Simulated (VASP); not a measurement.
## HfN: single point with r2SCAN

The system is HfN.

```xyz
2
Lattice="0.0000 2.2627 2.2627 2.2627 0.0000 2.2627 2.2627 2.2627 0.0000" Properties=species:S:1:pos:R:3 pbc="T T T"
Hf    0.0000    0.0000    0.0000
N     2.2627    2.2627    2.2627
```

| Property | Result |
| --- | --- |
| Program | VASP 6.6.1 |
| Task | single point |
| Functional | r2SCAN |
| Potentials or basis | VASP PAW PBE potentials, release 64 (Hf_pv, N) |
| Cutoff | 520 eV |
| k mesh | 9 × 9 × 9 |
| Occupations | fermi-dirac, width 0.05 eV |
| Spin | no spin polarisation |

* Pressure: -2.7 GPa

Levels at points of the mesh, in eV from the Fermi level:
| k point | band 4 | band 5 | band 6 | band 7 | band 8 | band 9 | band 10 | band 11 | band 12 | band 13 |
| --- | --- | --- | --- | --- | --- | --- | --- | --- | --- | --- |
| (0.00, 0.00, 0.00) | -18.65 | -3.40 | -3.40 | -3.40 | -0.32 | -0.32 | -0.32 | 2.01 | 2.01 | 2.03 |

Run time: 84 s on 1 thread of AMD EPYC 7R13 Processor (Zen 3), with other jobs on the host, peak memory 0.12 GiB.

Caveat: the PAW data sets were made with another functional, which shifts forces and pressure a little; spin-orbit coupling is left out, which moves the levels of the heavy elements.
